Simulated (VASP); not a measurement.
Set up this calculation in VASP 6.6.1, as the native input.

```yaml
Task: single point
Functional: PBEsol
Potentials_or_basis: VASP PAW PBE potentials, release 64 (V_sv)
Cutoff: 520 eV
k_mesh: 22 × 22 × 22
Occupations: gaussian, width 0.15 eV
Spin: no spin polarisation
Dipole_correction: no
Further_INCAR_settings: ALGO = Fast; EDIFF = 1e-06; NBANDS = 12
```

The structure of V lies in POSCAR:

```
V
1.0
   -1.5356950000      1.5356950000      1.5583900000
    1.5356950000     -1.5356950000      1.5583900000
    1.5356950000      1.5356950000     -1.5583900000
V
1
Direct
    0.0000000000      0.0000000000      0.0000000000
```

This cell differs from its parent crystal: strain +0.015 along x and y, +0.030 along z.

One way to write it, as run:

INCAR

```
  PREC = Accurate
  ENCUT = 520
  EDIFF = 1E-6
  ISMEAR = 0
  SIGMA = 0.15
  LREAL = F
  LASPH = T
  NELM = 80
  ALGO = Fast
  ISIF = 2
  LWAVE = F
  LCHARG = F
  GGA = PS
  NBANDS = 12
```

KPOINTS

```
Automatic mesh
0
Gamma
  22 22 22
```

Potentials or basis: VASP PAW PBE potentials, release 64 (V_sv).

Launch:

```bash
$ cat potpaw_PBE.64/V_sv/POTCAR > POTCAR
$ mpirun -np 1 vasp_std > vasp.out
```

It gave:

```yaml
Pressure: -19.3 GPa
Band_gap_on_the_k_mesh: zero (an odd number of electrons rules out a gap without spin polarisation)
```

Caveat: the cell differs from its parent crystal (strain +0.015 along x and y, +0.030 along z); the cell stands under tension; the PAW data sets were made with another functional, which shifts forces and pressure a little.

Wall time 2.2 min on 1 thread of Intel Xeon 8259CL (shared host), peak memory 0.25 GiB.
